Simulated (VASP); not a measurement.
K, 1 atom in the cell. It takes space group Im-3m (No. 229, cubic). Conventional cell: a = 5.130 Å, b = 5.130 Å, c = 5.130 Å, α = 90.00°, β = 90.00°, γ = 90.00°. K (site symmetry m-3m) has 14 K at 4.44 to 5.13 Å within 5.8 Å. 

* Program: VASP 6.6.1
* Task: electric field gradients
* Functional: PBE
* Potentials or basis: VASP PAW PBE potentials, release 64 (K_sv)
* Cutoff: 520 eV
* k mesh: 10 × 10 × 10
* Occupations: fermi-dirac, width 0.08 eV
* Spin: no spin polarisation
* Dipole correction: no
* Further INCAR settings: ALGO = Normal; EDIFF = 1e-08; NBANDS = 10

Potentials or basis: VASP PAW PBE potentials, release 64 (K_sv).

The run is started by

```console
$ cat potpaw_PBE.64/K_sv/POTCAR > POTCAR
$ mpirun -np 1 vasp_std > vasp.out
```

Hardware: 1 thread of Intel(R) Xeon(R) Platinum 8488C (Sapphire Rapids), with other jobs on the host.

Task: How long does it take, and how much memory?

Result: Wall time 25 s on 1 thread of Intel(R) Xeon(R) Platinum 8488C (Sapphire Rapids), with other jobs on the host, peak memory 0.21 GiB. Counts: scf iterations 15, k points 47.
